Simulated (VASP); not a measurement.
Ge:

```
Ge
1.0
    -3.49933    3.49933    1.26236
     3.49933   -3.49933    1.26236
     3.49933    3.49933   -1.26236
Ge
4
Cartesian
  3.4993 1.7497 0.3156
  0.0000 1.7497 1.5780
  1.7497 3.4993 -0.3156
  1.7497 0.0000 0.9468
```

The cell was generated, and may not be a known phase.

```yaml
Program: VASP 6.6.1
Task: relaxation of cell and atoms
Functional: PBE
Potentials_or_basis: VASP PAW PBE potentials, release 64 (Ge_d)
Cutoff: 600 eV
k_mesh: 8 × 8 × 8
Occupations: gaussian, width 0.1 eV
Spin: no spin polarisation
```

At the start: pressure 28.6 GPa; volume 15.46 Å³/atom.

How do energy, volume and symmetry change on relaxing?

Over 7 steps the energy falls by 333.0 meV/atom and the volume is 19.88 Å³/atom (+28.6 %); space group I4_1/amd (No. 141, to 0.1 Å) before and after.

The path:
```csv
step,energy change (eV),largest force (eV/Å),pressure (GPa),volume (Å³)
1,0.0000,0.0000,28.60,61.83
2,-1.1126,0.0000,-5.99,89.91
3,-1.3184,0.0000,0.12,79.61
4,-1.3187,0.0000,-0.21,80.03
5,-1.3267,0.0000,-0.05,79.85
6,-1.3319,0.0000,0.17,79.61
7,-1.3322,0.0000,0.25,79.53
```

Final structure:
```xyz
4
Lattice="-3.7261 3.7261 1.4321 3.7261 -3.7261 1.4321 3.7261 3.7261 -1.4321" Properties=species:S:1:pos:R:3 pbc="T T T"
Ge    3.7261    1.8630    0.3580
Ge    0.0000    1.8630    1.7902
Ge    1.8630    3.7261   -0.3580
Ge    1.8630    0.0000    1.0741
```

Caveat: the volume moved by over 15 % at a fixed basis, so the end points are rough.
